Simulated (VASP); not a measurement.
**MnO2: single point with PBEsol**

Crystal: MnO2.

```xyz
3
Lattice="2.8566 0.0000 0.0000 -1.4283 2.4739 0.0000 0.0000 0.0000 4.6014" Properties=species:S:1:pos:R:3 pbc="T T T"
Mn    0.0000    0.0000    2.3007
O     0.0000    1.6492    3.2499
O     1.4283    0.8246    1.3515
```

| Property | Result |
| --- | --- |
| Program | VASP 6.6.1 |
| Task | single point |
| Functional | PBEsol |
| Potentials or basis | VASP PAW PBE potentials, release 64 (Mn_pv, O) |
| Cutoff | 520 eV |
| k mesh | 11 × 11 × 6 |
| Occupations | fermi-dirac, width 0.05 eV |
| Spin | collinear spin, ferromagnetic start |
| Starting moments | [4.0, 0.0, 0.0] μB |

* Pressure: -1.3 GPa
* Largest force: 0.081 eV/Å
* Band gap on the k mesh: 0.70 eV, indirect (least direct gap 0.75 eV)
* Net moment: 3.00 μB per cell
* Site moments: Mn +2.84; O +0.04 μB
* Valence electrons inside the program's atomic spheres: Mn 11.77; O 4.97

Forces in eV/Å, atoms in the order of the input:
```
Mn   0.000  0.000  0.000
O    0.000  0.000 -0.081
O    0.000  0.000  0.081
```

Stress tensor (GPa, compression positive):
```
-1.85  0.00  0.00
 0.00 -1.85  0.00
 0.00  0.00 -0.13
```

Levels at points of the mesh, in eV from the valence-band top:
Spin up:
```csv
k point,band 11,band 12,band 13,band 14,band 15,band 16,band 17,band 18
"(0.00, 0.00, 0.00)",-1.48,-1.48,-1.23,-0.37,2.81,2.81,6.96,10.16
"(0.00, 0.00, 0.50)",-2.42,-1.52,-1.52,-0.06,2.86,2.86,9.04,9.30
```
Spin down:
```
           k point  band 8  band 9  band 10  band 11  band 12  band 13  band 14  band 15
(0.00, 0.00, 0.00)   -5.12   -1.39    -1.39    -1.05     0.71     0.71     2.33     4.17
(0.00, 0.00, 0.50)   -4.66   -2.41    -1.44    -1.44     0.70     0.70     2.47     4.22
```

Wall time 3.4 min on 1 thread of AMD EPYC 7R43 64-Core Processor (Zen 3) (shared host), peak memory 0.19 GiB.

Caveat: the PAW data sets were made with another functional, which shifts forces and pressure a little; a cell with one magnetic atom can't hold antiferromagnetic order, which such compounds often take. PBEsol gaps usually lie below the measured ones, often by a third to a half.
